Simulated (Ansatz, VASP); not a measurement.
Pt: VASP beside Ansatz

```
Pt
1.0
     0.00000    2.02667    2.02667
     2.02667    0.00000    2.02667
     2.02667    2.02667    0.00000
Pt
1
Cartesian
  0.0000 0.0000 0.0000
```

Alike in both runs: task single point; functional BLYP; k mesh 13 × 13 × 13; occupations fermi-dirac, width 0.1 eV; non-collinear spin, spin-orbit coupling.

|  | VASP | Ansatz |
| --- | --- | --- |
| version | VASP 6.6.1 | Ansatz 0.2.0 |
| potentials or method | VASP PAW PBE potentials, release 64 (Pt), cutoff 520 eV | plane waves (420 eV) with PAW, fully relativistic with spin-orbit coupling |
| valence electrons in the cell | 10 | 18 |

|  | VASP | Ansatz | Ansatz less VASP |
| --- | --- | --- | --- |
| net moment per atom (μB) | 0.00 | 0.00 | 0.000 |

VASP's potentials were made for PBE, not for BLYP. VASP's potentials hold 10 valence electrons a cell and Ansatz's 18, so a difference there can come from the potentials and not from the codes.
